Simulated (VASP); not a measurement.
Input of a VASP 6.6.1 run:

INCAR

```
PREC = Accurate
ENCUT = 520
EDIFF = 1E-6
ISMEAR = -1
SIGMA = 0.1
LREAL = False
LASPH = True
NELM = 80
ALGO = Normal
ISIF = 2
LWAVE = False
LCHARG = False
GGA = RP
NBANDS = 32
```

Contents of KPOINTS:

```
regular mesh
0
Gamma
  8 8 8
```

POSCAR

```
Lu
1.0
    0.0000000000      3.7859623238      3.7859623238
    3.7859623238      0.0000000000      3.7859623238
    3.7859623238      3.7859623238      0.0000000000
Lu
2
Direct
    0.1250000000      0.1250000000      0.1250000000
    0.8750000000      0.8750000000      0.8750000000
```

Potentials or basis: VASP PAW PBE potentials, release 64 (Lu).

Launch:

```console
$ cat potpaw_PBE.64/Lu/POTCAR > POTCAR
$ mpirun -np 1 vasp_std > vasp.out
```

Problem. Predict the band gap on the k mesh.

Solution. Zero (bands 25 and 26 overlap by 0.90 eV).

Problem. Predict the pressure.

Solution. 0.1 GPa.

Caveat: the PAW data sets were made with another functional, which shifts forces and pressure a little; spin-orbit coupling is left out, which moves the levels of the heavy elements.
